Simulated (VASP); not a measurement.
# SiNi2 (Pnma) in VASP: single point with PBE

Aim: the single point of SiNi2 with PBE.

Everything below comes from runs of VASP 6.6.1. Logs are shortened: lines on timing, memory, paths and dates and some standing lists are left out, and cuts for length are marked.

## (1) The cell of the first run

Symmetry: Pnma, No. 62, orthorhombic system. The conventional cell has a = 4.901 Å, b = 4.000 Å, c = 6.931 Å, α = 90.00°, β = 90.00°, γ = 90.00°. Within 3.0 Å of Si (site symmetry m) lie 10 Ni at 2.30 to 2.70 Å. Ni (site symmetry m) has 6 Si at 2.35 to 3.19 Å and 8 Ni at 2.52 to 2.75 Å within 3.2 Å. Within 3.0 Å of Ni (site symmetry m) lie 5 Si at 2.30 to 2.61 Å and 8 Ni at 2.55 to 2.79 Å.

## (2) Single point, PBE

The input, INCAR:

```
SYSTEM = SiNi2
PREC = Accurate
ENCUT = 520
EDIFF = 1E-7
ISMEAR = 0
SIGMA = 0.1
LREAL = .FALSE.
LASPH = .TRUE.
NELM = 60
ALGO = Fast
ISIF = 2
LWAVE = .FALSE.
LCHARG = .FALSE.
GGA = PE
NBANDS = 60
KPAR = 4
```

The input, KPOINTS:

```
regular mesh
0
G
  10 12 8
  0 0 0
```

The input, POSCAR:

```
SiNi2
1.0
    4.9005546915      0.0000000000      0.0000000000
    0.0000000000      4.0001610984      0.0000000000
    0.0000000000      0.0000000000      6.9307911419
Si Ni
4 8
Direct
    0.2928331235      0.7500000000      0.6065960169
    0.7071668765      0.2500000000      0.3934039831
    0.2071668765      0.2500000000      0.1065960169
    0.7928331235      0.7500000000      0.8934039831
    0.9672043463      0.7500000000      0.2085866483
    0.0327956537      0.2500000000      0.7914133517
    0.5327956537      0.2500000000      0.7085866483
    0.4672043463      0.7500000000      0.2914133517
    0.8225241854      0.7500000000      0.5626370357
    0.1774758146      0.2500000000      0.4373629643
    0.6774758146      0.2500000000      0.0626370357
    0.3225241854      0.7500000000      0.9373629643
```

Potentials or basis: VASP PAW PBE potentials, release 64 (Si, Ni).

Launch:

```
$ cat potpaw_PBE.64/Si/POTCAR potpaw_PBE.64/Ni/POTCAR > POTCAR
$ mpirun -np 4 vasp_std > vasp.out
```

OUTCAR:

```text
SYSTEM = SiNi2
   PREC = Accurate
   ENCUT = 520
   EDIFF = 1E-7
   ISMEAR = 0
   LREAL = .FALSE.
   LASPH = .TRUE.
   NELM = 60
   ISIF = 2
   GGA = PE

 ion  position               nearest neighbor table
   1  0.293  0.750  0.607-  12 2.30   9 2.32   8 2.35  10 2.39  10 2.39   7 2.43   7 2.43   9 2.61
                             6 2.70   6 2.70
   2  0.707  0.250  0.393-  11 2.30  10 2.32   7 2.35   9 2.39   9 2.39   8 2.43   8 2.43  10 2.61
                             5 2.70   5 2.70
   3  0.207  0.250  0.107-  10 2.30  11 2.32   6 2.35  12 2.39  12 2.39   5 2.43   5 2.43  11 2.61
                             8 2.70   8 2.70
   4  0.793  0.750  0.893-   9 2.30  12 2.32   5 2.35  11 2.39  11 2.39   6 2.43   6 2.43  12 2.61
                             7 2.70   7 2.70
   5  0.967  0.750  0.209-   4 2.35   3 2.43   3 2.43   8 2.52   8 2.52   9 2.55  12 2.56  11 2.65
                            11 2.65   2 2.70   2 2.70  10 2.75  10 2.75
   6  0.033  0.250  0.791-   3 2.35   4 2.43   4 2.43   7 2.52   7 2.52  10 2.55  11 2.56  12 2.65
                            12 2.65   1 2.70   1 2.70   9 2.75   9 2.75
   7  0.533  0.250  0.709-   2 2.35   1 2.43   1 2.43   6 2.52   6 2.52  11 2.55  10 2.56   9 2.65
                             9 2.65   4 2.70   4 2.70  12 2.75  12 2.75
   8  0.467  0.750  0.291-   1 2.35   2 2.43   2 2.43   5 2.52   5 2.52  12 2.55   9 2.56  10 2.65
                            10 2.65   3 2.70   3 2.70  11 2.75  11 2.75
   9  0.823  0.750  0.563-   4 2.30   1 2.32   2 2.39   2 2.39   5 2.55   8 2.56   1 2.61   7 2.65
                             7 2.65   6 2.75   6 2.75  10 2.79  10 2.79
  10  0.177  0.250  0.437-   3 2.30   2 2.32   1 2.39   1 2.39   6 2.55   7 2.56   2 2.61   8 2.65
                             8 2.65   5 2.75   5 2.75   9 2.79   9 2.79
  11  0.677  0.250  0.063-   2 2.30   3 2.32   4 2.39   4 2.39   7 2.55   6 2.56   3 2.61   5 2.65
                             5 2.65   8 2.75   8 2.75  12 2.79  12 2.79
  12  0.323  0.750  0.937-   1 2.30   4 2.32   3 2.39   3 2.39   8 2.55   5 2.56   4 2.61   6 2.65
                             6 2.65   7 2.75   7 2.75  11 2.79  11 2.79

  LATTYP: Found a simple orthorhombic cell.
 ALAT       =     4.0001610984
 B/A-ratio  =     1.2250893329
 C/A-ratio  =     1.7326280046

  Lattice vectors:

 A1 = (   0.0000000000,  -4.0001610984,   0.0000000000)
 A2 = (   4.9005546915,   0.0000000000,   0.0000000000)
 A3 = (   0.0000000000,   0.0000000000,   6.9307911419)

Analysis of symmetry for initial positions (statically):
=====================================================================
 Subroutine PRICEL returns:
 Original cell was already a primitive cell.

 Routine SETGRP: Setting up the symmetry group for a
 simple orthorhombic supercell.

 Subroutine GETGRP returns: Found  8 space group operations
 (whereof  2 operations were pure point group operations)
 out of a pool of  8 trial point group operations.

The static configuration has the point symmetry S_2 .
 The point group associated with its full space group is D_2h.

Analysis of symmetry for dynamics (positions and initial velocities):
=====================================================================
 Subroutine PRICEL returns:
 Original cell was already a primitive cell.

 Routine SETGRP: Setting up the symmetry group for a
 simple orthorhombic supercell.

 Subroutine GETGRP returns: Found  8 space group operations
 (whereof  2 operations were pure point group operations)
 out of a pool of  8 trial point group operations.

The dynamic configuration has the point symmetry S_2 .
 The point group associated with its full space group is D_2h.

 Subroutine INISYM returns: Found  8 space group operations
 (whereof  2 operations are pure point group operations),
 and found     1 'primitive' translations

----------------------------------------------------------------------------------------

                                     Primitive cell

  volume of cell :     135.8644

  direct lattice vectors                    reciprocal lattice vectors
     4.900554692  0.000000000  0.000000000     0.204058533  0.000000000  0.000000000
     0.000000000  4.000161098  0.000000000     0.000000000  0.249989932  0.000000000
     0.000000000  0.000000000  6.930791142     0.000000000  0.000000000  0.144283673

  length of vectors
     4.900554692  4.000161098  6.930791142     0.204058533  0.249989932  0.144283673

  position of ions in fractional coordinates (direct lattice)
     0.292833124  0.750000000  0.606596017
     0.707166876  0.250000000  0.393403983
     0.207166876  0.250000000  0.106596017
     0.792833124  0.750000000  0.893403983
     0.967204346  0.750000000  0.208586648
     0.032795654  0.250000000  0.791413352
     0.532795654  0.250000000  0.708586648
     0.467204346  0.750000000  0.291413352
     0.822524185  0.750000000  0.562637036
     0.177475815  0.250000000  0.437362964
     0.677475815  0.250000000  0.062637036
     0.322524185  0.750000000  0.937362964

  ion indices of the primitive-cell ions
   primitive index   ion index
                 1           1
                 2           2
                 3           3
                 4           4
                 5           5
                 6           6
                 7           7
                 8           8
                 9           9
                10          10
                11          11
                12          12

----------------------------------------------------------------------------------------

 KPOINTS: regular mesh

Automatic generation of k-mesh.
 Grid dimensions read from file:
 generate k-points for:   10   12    8

 Generating k-lattice:

  Cartesian coordinates                     Fractional coordinates (reciprocal lattice)
     0.020405853  0.000000000  0.000000000     0.100000000  0.000000000  0.000000000
     0.000000000  0.020832494  0.000000000     0.000000000  0.083333333  0.000000000
     0.000000000  0.000000000  0.018035459     0.000000000  0.000000000  0.125000000

  Length of vectors
     0.020405853  0.020832494  0.018035459

  Shift w.r.t. Gamma in fractional coordinates (k-lattice)
     0.000000000  0.000000000  0.000000000

 Subroutine IBZKPT returns following result:
 ===========================================

 Found    210 irreducible k-points:

 Following reciprocal coordinates:
            Coordinates               Weight
  0.000000  0.000000  0.000000      1.000000
  0.100000  0.000000  0.000000      2.000000
  0.200000  0.000000  0.000000      2.000000
  0.300000  0.000000  0.000000      2.000000
  0.400000  0.000000  0.000000      2.000000
  0.500000  0.000000  0.000000      1.000000
[... 16 lines left out ...]
  0.400000  0.250000  0.000000      4.000000
  0.500000  0.250000  0.000000      2.000000
 [... further k-points ...]
   k-points           NKPTS =    210   k-points in BZ     NKDIM =    210   number of bands    NBANDS=     60
   number of dos      NEDOS =    301   number of ions     NIONS =     12
   total plane-waves  NPLWV =  58320
   dimension x,y,z NGX =    36 NGY =   30 NGZ =   54
   dimension x,y,z NGXF=    72 NGYF=   60 NGZF=  108
   ions per type =               4   8
   NGX,Y,Z   is equivalent  to a cutoff of  12.21, 12.47, 12.95 a.u.
   NGXF,Y,Z  is equivalent  to a cutoff of  24.43, 24.94, 25.91 a.u.
 SYSTEM =  SiNi2
   PREC   = accura    normal or accurate (medium, high low for compatibility)
   ISTART =      0    job   : 0-new  1-cont  2-samecut
   ICHARG =      2    charge: 1-file 2-atom 10-const
   ISPIN  =      1    spin polarized calculation?
   LNONCOLLINEAR =      F non collinear calculations
   LSORBIT =      F    spin-orbit coupling
   LASPH  =      T    aspherical Exc in radial PAW
   ENCUT  =  520.0 eV  38.22 Ry    6.18 a.u.   9.11  7.44 12.89*2*pi/ulx,y,z
   NELM   =     60;   NELMIN=  2; NELMDL= -5     # of ELM steps
   EDIFF  = 0.1E-06   stopping-criterion for ELM
   LREAL  =      F    real-space projection
   EDIFFG = 0.1E-05   stopping-criterion for IOM
   NSW    =      0    number of steps for IOM
   IBRION =     -1    ionic relax: 0-MD 1-quasi-New 2-CG
   NFREE  =      0    steps in history (QN), initial steepest desc. (CG)
   ISIF   =      2    stress and relaxation
   ISYM   =      2    0-nonsym 1-usesym 2-fastsym
   POTIM  = 0.5000    time-step for ionic-motion
   TEBEG  =    0.0;   TEEND  =   0.0 temperature during run
   PSTRESS=    0.0 pullay stress
   NELECT =      96.0000    total number of electrons
   NUPDOWN=      -1.0000    fix difference up-down
   EMIN   =  10.00;   EMAX   =-10.00  energy-range for DOS
   EFERMI =   0.00;   METHOD = LEGACY
   ISMEAR =     0;   SIGMA  =   0.10  broadening in eV -4-tet -1-fermi 0-gaus
   EFERMI_NEDOS =   21; number of points for ismear=-14 and -15
   IALGO  =     68    algorithm
   IMIX   =      4    mixing-type and parameters
     AMIX     =   0.40;   BMIX     =  1.00
     AMIX_MAG =   1.60;   BMIX_MAG =  1.00
  volume/ion in A,a.u.               =      11.32        76.40
  Fermi-wavevector in a.u.,A,eV,Ry     =   1.458132  2.755469 28.927998  2.126148
  Thomas-Fermi vector in A             =   2.574852
   LORBIT       =      0    0 simple, 1 ext, 2 COOP (PROOUT), +10 PAW based schemes
   GGA     = PE    functional components
   LHFCALC =     F    Hartree Fock is set to
   AEXX    =    0.0000 exact exchange contribution
   IVDW    =     0    specifies the selected vdW correction
   LEPSILON=     F    determine dielectric tensor
   LRPA    =     F    only Hartree local field effects (RPA)
 non-spin polarized calculation
 RMM-DIIS sequential band-by-band and
 Gauss-broadening in eV      SIGMA  =   0.10
  energy-cutoff  :      520.00
  volume of cell :      135.86
 maximum number of plane-waves:      3709
   NGX = 19   NGY = 15   NGZ = 25

 number of electron      95.9999913 magnetization

 Free energy of the ion-electron system (eV)
  ---------------------------------------------------
  ext. energy  EPLUGINS =         0.00000000
  ---------------------------------------------------
  free energy    TOTEN  =       -71.67025394 eV

  energy without entropy =      -71.63823397  energy(sigma->0) =      -71.65424396

 E-fermi :  10.5419     XC(G=0): -12.7389

 val. band max:       10.5412614831   @ k =   0.4000   0.4167   0.3750
 cond. band min:      10.5431452136   @ k =   0.1000   0.1667   0.2500
 fundamental gap:      0.0018837305
 Fermi energy:        10.5418641319

 k-point     1 :       0.0000    0.0000    0.0000
  band No.  band energies     occupation
      1      -1.7632      2.00000
      2       0.7546      2.00000
      3       1.0464      2.00000
      4       2.8489      2.00000
      5       4.4476      2.00000
      6       4.6216      2.00000
[... 52 lines left out ...]
     59      15.1652      0.00000
     60      15.5479      0.00000

 k-point     2 :       0.1000    0.0000    0.0000
  band No.  band energies     occupation
      1      -1.7023      2.00000
      2       0.7876      2.00000
      3       1.0910      2.00000
      4       2.5410      2.00000
      5       4.5462      2.00000
      6       4.6968      2.00000
[... 52 lines left out ...]
     59      15.3301      0.00000
     60      15.4030      0.00000

 k-point     3 :       0.2000    0.0000    0.0000
  band No.  band energies     occupation
      1      -1.5208      2.00000
      2       0.8537      2.00000
      3       1.2188      2.00000
      4       1.9593      2.00000
      5       4.3057      2.00000
      6       4.7674      2.00000
[... 1312 lines left out ...]
     59      15.5468      0.00000
     60      16.4651      0.00000

 k-point    24 :       0.5000    0.2500    0.0000
  band No.  band energies     occupation
      1       0.1835      2.00000
      2       0.1835      2.00000
      3       1.8655      2.00000
      4       1.8655      2.00000
      5       3.9265      2.00000
      6       3.9265      2.00000
[... 52 lines left out ...]
     59      15.9012      0.00000
     60      15.9013      0.00000

 [... further k-points ...]

------------------------ aborting loop because EDIFF is reached ----------------------------------------

  FORCE on cell =-STRESS in cart. coord.  units (eV):
  Direction    XX          YY          ZZ          XY          YZ          ZX
  --------------------------------------------------------------------------------------
  -------------------------------------------------------------------------------------
  Total        0.0481940    -12.5747942      0.1532271      0.0000000      0.0000000      0.0000000
  in kB        0.5683271   -148.2879751      1.8069275      0.0000000      0.0000000      0.0000000
  external PRESSURE =     -48.6375735 kB  Pullay stress =       0.0000000 kB

 VOLUME and BASIS-vectors are now :
 -----------------------------------------------------------------------------
  energy-cutoff  :      520.00
  volume of cell :      135.86
      direct lattice vectors                 reciprocal lattice vectors
     4.900554692  0.000000000  0.000000000     0.204058533  0.000000000  0.000000000
     0.000000000  4.000161098  0.000000000     0.000000000  0.249989932  0.000000000
     0.000000000  0.000000000  6.930791142     0.000000000  0.000000000  0.144283673

 POSITION                                       TOTAL-FORCE (eV/Angst)
 -----------------------------------------------------------------------------------
      1.43504      3.00012      4.20419        -0.005427     -0.000000      0.001404
      3.46551      1.00004      2.72660         0.005427      0.000000     -0.001404
      1.01523      1.00004      0.73879         0.005427      0.000000      0.001404
      3.88532      3.00012      6.19200        -0.005427     -0.000000     -0.001404
      4.73984      3.00012      1.44567        -0.006204     -0.000000      0.013939
      0.16072      1.00004      5.48512         0.006204      0.000000     -0.013939
      2.61099      1.00004      4.91107         0.006204      0.000000      0.013939
      2.28956      3.00012      2.01973        -0.006204     -0.000000     -0.013939
      4.03082      3.00012      3.89952        -0.005925      0.000000     -0.003533
      0.86973      1.00004      3.03127         0.005925      0.000000      0.003533
      3.32001      1.00004      0.43412         0.005925     -0.000000     -0.003533
      1.58055      3.00012      6.49667        -0.005925      0.000000      0.003533
 -----------------------------------------------------------------------------------
    total drift:                                0.000000      0.000000     -0.000000

  FREE ENERGIE OF THE ION-ELECTRON SYSTEM (eV)
  ---------------------------------------------------
  free  energy   TOTEN  =       -71.6702539442 eV

  energy  without entropy=      -71.6382339696  energy(sigma->0) =      -71.65424396
```

Wall time 17 min (4 MPI ranks of Oxide Virtual Turin-like, shared host); peak memory 1.1 GiB.

Results:

```yaml
Free_energy: -71.6703 eV
Pressure: -4.9 GPa
Largest_force: 0.015 eV/Å
Band_gap_on_the_k_mesh: zero (bands 48 and 49 overlap by 1.87 eV)
```

Forces in eV/Å, atoms in the order of the input:
```
Si  -0.005  0.000  0.001
Si   0.005  0.000 -0.001
Si   0.005  0.000  0.001
Si  -0.005  0.000 -0.001
Ni  -0.006  0.000  0.014
Ni   0.006  0.000 -0.014
Ni   0.006  0.000  0.014
Ni  -0.006  0.000 -0.014
Ni  -0.006  0.000 -0.004
Ni   0.006  0.000  0.004
Ni   0.006  0.000 -0.004
Ni  -0.006  0.000  0.004
```

Stress tensor (GPa, compression positive):
```
  0.06   0.00   0.00
  0.00 -14.83   0.00
  0.00   0.00   0.18
```

Caveat: the stress differs along the axes, from -15 to 0 GPa.
